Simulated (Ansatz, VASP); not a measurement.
**Hf: VASP beside Ansatz**

The input POSCAR:

```
Hf
1.0
    0.0000000000      2.1460578055      2.1460578055
    2.1460578055      0.0000000000      2.1460578055
    2.1460578055      2.1460578055      0.0000000000
Hf
1
Direct
    0.0000000000      0.0000000000      0.0000000000
```

INCAR.step1

```
PREC = Accurate
ENCUT = 520
ISMEAR = -1
SIGMA = 0.1
LREAL = False
LASPH = True
NELM = 60
NBANDS = 11
GGA = PE
ALGO = Normal
EDIFF = 1E-4
LWAVE = True
LCHARG = False
```

File INCAR.step2:

```
PREC = Accurate
ENCUT = 520
EDIFF = 1E-7
ISMEAR = -1
SIGMA = 0.1
LREAL = False
LASPH = True
NELM = 60
ALGO = Normal
ISIF = 2
LWAVE = False
LCHARG = True
METAGGA = R2SCAN
LMIXTAU = True
LELF = True
LVHAR = True
NBANDS = 11
ISTART = 1
```

Contents of KPOINTS:

```
regular mesh
0
Gamma
  14 14 14
```

Input for Ansatz:

```yaml
crystal:
  lattice:
    - [0.0, 2.1460578055, 2.1460578055]
    - [2.1460578055, 0.0, 2.1460578055]
    - [2.1460578055, 2.1460578055, 0.0]
  atoms:
    - { symbol: Hf, position: [0.0, 0.0, 0.0] }
hamiltonian:
  xc: r2scan
  pseudopotentials:
    kind: paw
    azcp:
      Hf: "pseudopotentials/Hf.paw.azcp"
basis:
  ecutwfc: 500
  fft_grid_basis: typed
kpoints:
  mp_grid: { grid: [14, 14, 14], shift: [0, 0, 0] }
magnetization:
  spin_polarized: false
scf:
  occupations: { method: fermi_dirac, width: 0.1 }
  lower_state_search: "off"
output:
  stress: true
  write_density: true
  write_potential: true
  elf: true
  volumetric_format: npy
```

Alike in both runs: task single point; functional r2SCAN; k mesh 14 × 14 × 14; occupations fermi-dirac, width 0.1 eV; no spin polarisation.

|  | VASP | Ansatz |
| --- | --- | --- |
| version | VASP 6.6.1 | Ansatz 0.2.0 |
| potentials or method | VASP PAW PBE potentials, release 64 (Hf_pv), cutoff 520 eV | plane waves (500 eV) with PAW, scalar-relativistic |
| valence electrons in the cell | 10 | 26 |

```tsv
	VASP	Ansatz	Ansatz less VASP
pressure (GPa)	15.6	16.1	+0.44
```

VASP's potentials were made for PBE, not for r2SCAN. With one functional, cell and mesh, what is left measures potentials, basis and numerics. VASP's potentials hold 10 valence electrons a cell and Ansatz's 26, so a difference there can come from the potentials and not from the codes.

Spin-orbit coupling is off throughout.
